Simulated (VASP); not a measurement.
**Mo: single point with LDA**

The system is Mo.

```xyz
1
Lattice="-1.5838 1.5838 1.5838 1.5838 -1.5838 1.5838 1.5838 1.5838 -1.5838" Properties=species:S:1:pos:R:3 pbc="T T T"
Mo    0.0000    0.0000    0.0000
```

```
Program                : VASP 6.6.1
Task                   : single point
Functional             : LDA
Potentials or basis    : VASP PAW LDA potentials, release 64 (Mo_sv)
Cutoff                 : 520 eV
k mesh                 : 12 × 12 × 12
Occupations            : fermi-dirac, width 0.05 eV
Spin                   : no spin polarisation
Dipole correction      : no
Further INCAR settings : ALGO = Fast; EDIFF = 1e-07; NBANDS = 13
```

| Quantity | Value |
| --- | --- |
| Pressure | -13.2 GPa |
| Band gap on the k mesh | zero (band 7 reaches 16.12 eV, above the bottom of band 8 at 10.86 eV) |

Levels at points of the mesh, in eV from the Fermi level:
```csv
k point,band 5,band 6,band 7,band 8,band 9,band 10
"(0.00, 0.00, 0.00)",-7.12,-1.29,-1.29,-1.29,1.65,1.65
"(0.50, 0.00, 0.00)",-5.19,-3.28,1.67,1.68,2.28,4.72
"(0.50, 0.50, 0.50)",-5.29,-5.29,3.97,3.97,3.97,8.98
```

Run time: 6.7 s on 1 thread of Intel(R) Xeon(R) 6975P-C (Granite Rapids), with other jobs on the host, peak memory 0.12 GiB.
